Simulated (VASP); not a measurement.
**Nb: single point with PBEsol**

Nb:

```
CELL_PARAMETERS angstrom
0.00000 2.12510 2.12510
2.12510 0.00000 2.12510
2.12510 2.12510 0.00000
ATOMIC_POSITIONS crystal
Nb 0.00000 0.00000 0.00000
```

- Program: VASP 6.6.1
- Task: single point
- Functional: PBEsol
- Potentials or basis: VASP PAW PBE potentials, release 64 (Nb_sv)
- Cutoff: 500 eV
- k mesh: 8 × 8 × 8
- Occupations: gaussian, width 0.1 eV
- Spin: no spin polarisation
- Dipole correction: no
- Further INCAR settings: ALGO = Normal; EDIFF = 1e-06; NBANDS = 12

| Item | Value |
| --- | --- |
| Pressure | -9.7 GPa |

Levels at points of the mesh, in eV from the Fermi level:
```tsv
k point	band 3	band 4	band 5	band 6	band 7	band 8	band 9	band 10
(0.00, 0.00, 0.00)	-30.16	-30.16	-6.21	0.11	0.11	0.11	2.62	2.62
(0.50, 0.00, 0.00)	-30.31	-30.31	-3.77	-0.07	-0.07	1.27	4.55	4.55
(0.50, 0.50, 0.00)	-30.56	-30.56	-3.96	-3.22	3.43	4.52	5.10	5.10
```

It used 11 s of CPU time on 1 thread of AMD EPYC 7R13 Processor (Zen 3) (shared host).

Caveat: the PAW data sets were made with another functional, which shifts forces and pressure a little.
